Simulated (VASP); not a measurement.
# KTaO3 (Pm-3m) in VASP: notebook, part 3 of 3

VASP 6.6.1.

## 4. Relaxation of cell and atoms, PBEsol, target pressure 2 GPa, at which the enthalpy is minimised

This run uses another cell than the first one, of 12.42 Å³/atom.

File INCAR:

```
SYSTEM = KTaO3
PREC = Accurate
ENCUT = 600
EDIFF = 1E-6
ISMEAR = 0
SIGMA = 0.02
LREAL = .FALSE.
LASPH = .TRUE.
NELM = 80
ALGO = Normal
ISIF = 3
LWAVE = .FALSE.
LCHARG = .FALSE.
GGA = PS
IBRION = 2
NSW = 70
EDIFFG = -0.008
PSTRESS = 20.0
```

File KPOINTS:

```
regular mesh
0
G
  8 8 8
  0 0 0
```

File POSCAR:

```
KTaO3
1.0
    3.9595457354      0.0000000000      0.0000000000
    0.0000000000      3.9595457354      0.0000000000
    0.0000000000      0.0000000000      3.9595457354
K Ta O
1 1 3
Direct
    0.5000000000      0.5000000000      0.5000000000
    0.0000000000      0.0000000000      0.0000000000
    0.0000000000      0.5000000000      0.0000000000
    0.0000000000      0.0000000000      0.5000000000
    0.5000000000      0.0000000000      0.0000000000
```

Potentials or basis: VASP PAW PBE potentials, release 64 (K_sv, Ta_pv, O).

The run is started by

```console
cat potpaw_PBE.64/K_sv/POTCAR potpaw_PBE.64/Ta_pv/POTCAR potpaw_PBE.64/O/POTCAR > POTCAR
mpirun -np 1 vasp_std > vasp.out
```

OUTCAR:

```text
SYSTEM = KTaO3
   PREC = Accurate
   ENCUT = 600
   EDIFF = 1E-6
   ISMEAR = 0
   LREAL = .FALSE.
   LASPH = .TRUE.
   NELM = 80
   ISIF = 3
   GGA = PS
   IBRION = 2
   NSW = 70
   EDIFFG = -0.008
   PSTRESS = 20.0

 ion  position               nearest neighbor table
   1  0.500  0.500  0.500-   3 2.80   4 2.80   5 2.80   3 2.80   5 2.80   4 2.80   5 2.80   5 2.80
                             3 2.80   4 2.80   3 2.80   4 2.80   2 3.43   2 3.43   2 3.43   2 3.43
   2  0.000  0.000  0.000-   3 1.98   4 1.98   5 1.98   4 1.98   3 1.98   5 1.98   1 3.43   1 3.43
                             1 3.43   1 3.43   1 3.43   1 3.43   1 3.43   1 3.43
   3  0.000  0.500  0.000-   2 1.98   2 1.98   1 2.80   1 2.80   1 2.80   1 2.80
   4  0.000  0.000  0.500-   2 1.98   2 1.98   1 2.80   1 2.80   1 2.80   1 2.80
   5  0.500  0.000  0.000-   2 1.98   2 1.98   1 2.80   1 2.80   1 2.80   1 2.80

  LATTYP: Found a simple cubic cell.
 ALAT       =     3.9595457354

  Lattice vectors:

 A1 = (   3.9595457354,   0.0000000000,   0.0000000000)
 A2 = (   0.0000000000,   3.9595457354,   0.0000000000)
 A3 = (   0.0000000000,   0.0000000000,   3.9595457354)

Analysis of symmetry for initial positions (statically):
=====================================================================
 Subroutine PRICEL returns:
 Original cell was already a primitive cell.

 Routine SETGRP: Setting up the symmetry group for a
 simple cubic supercell.

 Subroutine GETGRP returns: Found 48 space group operations
 (whereof 48 operations were pure point group operations)
 out of a pool of 48 trial point group operations.

The static configuration has the point symmetry O_h .

Analysis of symmetry for dynamics (positions and initial velocities):
=====================================================================
 Subroutine PRICEL returns:
[... 132 lines left out ...]
   IALGO  =     38    algorithm
   IMIX   =      4    mixing-type and parameters
     AMIX     =   0.40;   BMIX     =  1.00
     AMIX_MAG =   1.60;   BMIX_MAG =  1.00
  volume/ion in A,a.u.               =      12.42        83.78
  Fermi-wavevector in a.u.,A,eV,Ry     =   1.390029  2.626775 26.288930  1.932182
  Thomas-Fermi vector in A             =   2.514004
   LORBIT       =      0    0 simple, 1 ext, 2 COOP (PROOUT), +10 PAW based schemes
   GGA     = PS    functional components
   LHFCALC =     F    Hartree Fock is set to
   AEXX    =    0.0000 exact exchange contribution
   IVDW    =     0    specifies the selected vdW correction
   LEPSILON=     F    determine dielectric tensor
   LRPA    =     F    only Hartree local field effects (RPA)
 conjugate gradient relaxation of ions
 non-spin polarized calculation
 Gauss-broadening in eV      SIGMA  =   0.02
  energy-cutoff  :      600.00
  volume of cell :       62.08
 maximum number of plane-waves:      2103
 NGX is ok and might be reduce to    32
   NGX = 15   NGY = 15   NGZ = 15

--------------------------------------- Ionic step        1  -------------------------------------------

 number of electron      37.9999983 magnetization

 Free energy of the ion-electron system (eV)
  ---------------------------------------------------
  ext. energy  EPLUGINS =         0.00000000
  ---------------------------------------------------
  free energy    TOTEN  =       -42.90506528 eV

  energy without entropy =      -42.90506528  energy(sigma->0) =      -42.90506528

------------------------ aborting loop because EDIFF is reached ----------------------------------------

  FORCE on cell =-STRESS in cart. coord.  units (eV):
  Direction    XX          YY          ZZ          XY          YZ          ZX
  --------------------------------------------------------------------------------------
  -------------------------------------------------------------------------------------
  Total        1.8591305      1.8591305      1.8591305      0.0000000     -0.0000000      0.0000000
  in kB       47.9826643     47.9826643     47.9826643      0.0000000     -0.0000000      0.0000000
  external PRESSURE =      27.9826643 kB  Pullay stress =      20.0000000 kB
[... 69 lines left out ...]
--------------------------------------- Ionic step        3  -------------------------------------------

 number of electron      37.9999986 magnetization

 Free energy of the ion-electron system (eV)
  ---------------------------------------------------
  ext. energy  EPLUGINS =         0.00000000
  ---------------------------------------------------
  free energy    TOTEN  =       -42.92196826 eV

  energy without entropy =      -42.92196826  energy(sigma->0) =      -42.92196826

 E-fermi :   1.8663     XC(G=0): -11.1859

 val. band max:        1.7222721160   @ k =   0.5000   0.5000   0.5000
 cond. band min:       3.8264985934   @ k =   0.0000   0.0000   0.0000
 fundamental gap:      2.1042264774
 Fermi energy:         1.8662700228

 k-point     1 :       0.0000    0.0000    0.0000
  band No.  band energies     occupation
      1     -32.3013      2.00000
      2     -32.3013      2.00000
      3     -32.3013      2.00000
      4     -25.3879      2.00000
      5     -15.7957      2.00000
      6     -15.0658      2.00000
[... 613 lines left out ...]
     22       7.8434      0.00000
     23      10.1619      0.00000

 [... further k-points ...]
[... 5 lines left out ...]
  --------------------------------------------------------------------------------------
  -------------------------------------------------------------------------------------
  Total        0.7800419      0.7800419      0.7800419     -0.0000000     -0.0000000      0.0000000
  in kB       19.8752684     19.8752684     19.8752684     -0.0000000     -0.0000000      0.0000000
  external PRESSURE =      -0.1247316 kB  Pullay stress =      20.0000000 kB
[... 24 lines left out ...]
  energy  without entropy=      -42.9219682606  energy(sigma->0) =      -42.92196826

  enthalpy is  TOTEN    =       -42.1370310584 eV   P V=        0.7849372023

 reached required accuracy - stopping structural energy minimisation
```

OSZICAR:

```text
N       E                     dE             d eps       ncg     rms          rms(c)
DAV:   1     0.354133365187E+03    0.35413E+03   -0.22882E+04  1610   0.185E+03
DAV:   2    -0.296162596393E+02   -0.38375E+03   -0.37748E+03  1978   0.479E+02
DAV:   3    -0.498152333968E+02   -0.20199E+02   -0.20151E+02  2135   0.107E+02
[... 26 lines left out ...]
DAV:   4    -0.429217912797E+02    0.10643E-02   -0.61545E-03  2314   0.548E-01    0.213E-01
DAV:   5    -0.429219558131E+02   -0.16453E-03   -0.63940E-04  2538   0.152E-01    0.381E-02
DAV:   6    -0.429219632309E+02   -0.74178E-05   -0.14094E-04  2451   0.839E-02    0.223E-02
DAV:   7    -0.429219681067E+02   -0.48758E-05   -0.83417E-06  2294   0.196E-02    0.288E-03
DAV:   8    -0.429219682606E+02   -0.15391E-06   -0.15063E-07  1169   0.370E-03
   3 F= -.42137031E+02 E0= -.42137031E+02  d E =-.688335E-02
```

CONTCAR:

```text
KTaO3
   1.00000000000000
     3.9765382714227204    0.0000000000000000    0.0000000000000000
     0.0000000000000000    3.9765382714227204    0.0000000000000000
     0.0000000000000000   -0.0000000000000000    3.9765382714227204
  K               Ta              O
     1     1     3
Direct
     0.5000000000000000    0.5000000000000000    0.5000000000000000
     0.0000000000000000    0.0000000000000000    0.0000000000000000
     0.0000000000000000    0.5000000000000000    0.0000000000000000
     0.0000000000000000    0.0000000000000000    0.5000000000000000
     0.5000000000000000    0.0000000000000000    0.0000000000000000

  0.00000000E+00  0.00000000E+00  0.00000000E+00
  0.00000000E+00  0.00000000E+00  0.00000000E+00
  0.00000000E+00  0.00000000E+00  0.00000000E+00
  0.00000000E+00  0.00000000E+00  0.00000000E+00
  0.00000000E+00  0.00000000E+00  0.00000000E+00
```

It took 1.8 min on 1 thread of Intel Xeon Platinum 8488C (Sapphire Rapids), shared host; peak memory 0.22 GiB.

Results:

```
Free energy                                                : -42.9220 eV
Relaxed volume                                             : 12.58 Å³/atom
Relaxed cell                                               : a = 3.977 Å, b = 3.977 Å, c = 3.977 Å, α = 90.00°, β = 90.00°, γ = 90.00°
Space group after relaxing (to 0.1 Å)                      : Pm-3m (No. 221)
Energy change on relaxing (the run minimises the enthalpy) : -3.4 meV/atom
Ionic steps                                                : 3
Pressure after relaxing                                    : 2.0 GPa
Band gap on the k mesh                                     : 2.10 eV (least direct gap 2.72 eV)
```

Step by step:
| step | energy change (eV) | largest force (eV/Å) | pressure (GPa) | volume (Å³) |
| --- | --- | --- | --- | --- |
| 1 | 0.0000 | 0.0000 | 4.80 | 62.08 |
| 2 | -0.0176 | 0.0000 | -1.74 | 64.05 |
| 3 | -0.0169 | 0.0000 | 1.99 | 62.88 |

Final structure:
```
K Ta O
1.0
     3.97654    0.00000    0.00000
     0.00000    3.97654    0.00000
     0.00000    0.00000    3.97654
K Ta O
1 1 3
Direct
  0.50000 0.50000 0.50000
  0.00000 0.00000 0.00000
  0.00000 0.50000 0.00000
  0.00000 0.00000 0.50000
  0.50000 0.00000 0.00000
```

Levels at points of the mesh, in eV from the valence-band top:
| k point | band 17 | band 18 | band 19 | band 20 | band 21 | band 22 |
| --- | --- | --- | --- | --- | --- | --- |
| (0.00, 0.00, 0.00) | -0.62 | -0.62 | -0.62 | 2.10 | 2.10 | 2.10 |
| (0.50, 0.00, 0.00) | -1.57 | -0.85 | -0.85 | 2.27 | 5.04 | 5.04 |
| (0.50, 0.50, 0.00) | -1.46 | -1.46 | -0.04 | 5.08 | 5.08 | 6.39 |
| (0.50, 0.50, 0.50) | 0.00 | 0.00 | 0.00 | 6.53 | 6.53 | 6.53 |

Caveat: the cell is relaxed towards a set pressure, so the run minimises the enthalpy, not the energy; the PAW data sets were made with another functional, which shifts forces and pressure a little; spin-orbit coupling is left out, which moves the levels of the heavy elements.

## 5. Relaxation of cell and atoms, PBEsol, target pressure -2 GPa, at which the enthalpy is minimised

This run uses another cell than the first one, of 12.90 Å³/atom.

File INCAR:

```
SYSTEM = KTaO3
ALGO = Normal ; EDIFF = 1E-6
EDIFFG = -0.008 ; ENCUT = 600
GGA = PS ; IBRION = 2
ISIF = 3 ; ISMEAR = 0
LASPH = .TRUE. ; LCHARG = .FALSE.
LREAL = .FALSE. ; LWAVE = .FALSE.
NELM = 60 ; NSW = 70
PREC = Accurate ; PSTRESS = -20.0
SIGMA = 0.02
```

File KPOINTS:

```
k-points
0
G
  8 8 8
  0 0 0
```

Edit POSCAR of step 4 so:

```diff
@@ -2,5 +2,5 @@
 1.0
-    3.9595457354      0.0000000000      0.0000000000
-    0.0000000000      3.9595457354      0.0000000000
-    0.0000000000      0.0000000000      3.9595457354
+    4.0106347957      0.0000000000      0.0000000000
+    0.0000000000      4.0106347957      0.0000000000
+    0.0000000000      0.0000000000      4.0106347957
 K Ta O
```

The run is started by

```console
cat potpaw_PBE.64/K_sv/POTCAR potpaw_PBE.64/Ta_pv/POTCAR potpaw_PBE.64/O/POTCAR > POTCAR
mpirun -np 1 vasp_std > vasp.out
```

Wall time 96 s (1 thread of Intel Xeon Platinum 8488C (Sapphire Rapids), shared host); peak memory 0.23 GiB.

It converged, with:

```yaml
Free_energy: -42.9266 eV
Relaxed_volume: 12.82 Å³/atom
Relaxed_cell: a = 4.002 Å, b = 4.002 Å, c = 4.002 Å, α = 90.00°, β = 90.00°, γ = 90.00°
Space_group_after_relaxing_to_0.1_Å: Pm-3m (No. 221)
Energy_change_on_relaxing_the_run_minimises_the_enthalpy: -1.3 meV/atom
Ionic_steps: 3
Pressure_after_relaxing: -2.0 GPa
Band_gap_on_the_k_mesh: 2.06 eV (least direct gap 2.69 eV)
```

Step by step:
| step | energy change (eV) | largest force (eV/Å) | pressure (GPa) | volume (Å³) |
| --- | --- | --- | --- | --- |
| 1 | 0.0000 | 0.0000 | -3.17 | 64.51 |
| 2 | -0.0102 | 0.0000 | -0.51 | 63.64 |
| 3 | -0.0064 | 0.0000 | -1.99 | 64.12 |

Final structure:
```xyz
5
Lattice="4.0024 0.0000 0.0000 0.0000 4.0024 0.0000 0.0000 0.0000 4.0024" Properties=species:S:1:pos:R:3 pbc="T T T"
K     2.0012    2.0012    2.0012
Ta    0.0000    0.0000    0.0000
O     0.0000    2.0012    0.0000
O     0.0000    0.0000    2.0012
O     2.0012    0.0000    0.0000
```

Levels at points of the mesh, in eV from the valence-band top:
| k point | band 16 | band 17 | band 18 | band 19 | band 20 | band 21 | band 22 | band 23 |
| --- | --- | --- | --- | --- | --- | --- | --- | --- |
| (0.00, 0.00, 0.00) | -1.06 | -0.63 | -0.63 | -0.63 | 2.06 | 2.06 | 2.06 | 6.36 |
| (0.50, 0.00, 0.00) | -2.16 | -1.52 | -0.85 | -0.85 | 2.22 | 4.91 | 4.91 | 6.67 |
| (0.50, 0.50, 0.00) | -1.68 | -1.44 | -1.44 | -0.04 | 4.95 | 4.95 | 6.22 | 7.50 |
| (0.50, 0.50, 0.50) | -3.91 | 0.00 | 0.00 | 0.00 | 6.36 | 6.36 | 6.36 | 8.77 |

Caveat: the cell is relaxed towards a set pressure, so the run minimises the enthalpy, not the energy; the PAW data sets were made with another functional, which shifts forces and pressure a little; spin-orbit coupling is left out, which moves the levels of the heavy elements. A k mesh can miss the band edges.

## 6. Summary

```csv
cell,gap on the mesh (eV),pressure (GPa)
"relaxed to 10 GPa from a = 3.926 Å, 5 atoms",2.17,10.0
"relaxed to 5 GPa from a = 3.954 Å, 5 atoms",2.13,5.0
"relaxed to 2 GPa from a = 3.960 Å, 5 atoms",2.10,2.0
"relaxed to -2 GPa from a = 4.011 Å, 5 atoms",2.06,-2.0
```

Alike in all rows: task relaxation of cell and atoms; level PBEsol; potentials or basis VASP PAW PBE potentials, release 64 (K_sv, Ta_pv, O); no spin polarisation; k mesh 8 × 8 × 8; cutoff (eV) 600; smearing gaussian 0.02 eV.

Caveats: the cell is relaxed towards a set pressure, so the run minimises the enthalpy, not the energy; the PAW data sets were made with another functional, which shifts forces and pressure a little; spin-orbit coupling is left out, which moves the levels of the heavy elements.

Total energies depend on the potentials used, so only differences within one code and one set of settings carry meaning.
